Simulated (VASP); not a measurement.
A run of VASP 6.6.1 is set up as follows.

File INCAR:

```
SYSTEM = VH2
ALGO = Normal
EDIFF = 1E-6
ENCUT = 520
GGA = PS
ISIF = 2
ISMEAR = 0
LASPH = .True.
LCHARG = .False.
LREAL = .False.
LWAVE = .False.
NBANDS = 14
NELM = 60
PREC = Accurate
SIGMA = 0.1
```

Contents of KPOINTS:

```
k-points
0
Gamma
  16 16 16
  0 0 0
```

File POSCAR:

```
VH2
1.0
    0.0000000000      2.1355000000      2.1355000000
    2.1355000000      0.0000000000      2.1355000000
    2.1355000000      2.1355000000      0.0000000000
V H
1 2
Direct
    0.0000000000      0.0000000000      0.0000000000
    0.2500000000      0.2500000000      0.2500000000
    0.7500000000      0.7500000000      0.7500000000
```

Potentials or basis: VASP PAW PBE potentials, release 64 (V_sv, H).

The run is started by

```sh
$ cat potpaw_PBE.64/V_sv/POTCAR potpaw_PBE.64/H/POTCAR > POTCAR
$ mpirun -np 1 vasp_std > vasp.out
```

(1) Predict the pressure.

Answers

(1) -12.4 GPa.

Caveat: the PAW data sets were made with another functional, which shifts forces and pressure a little.
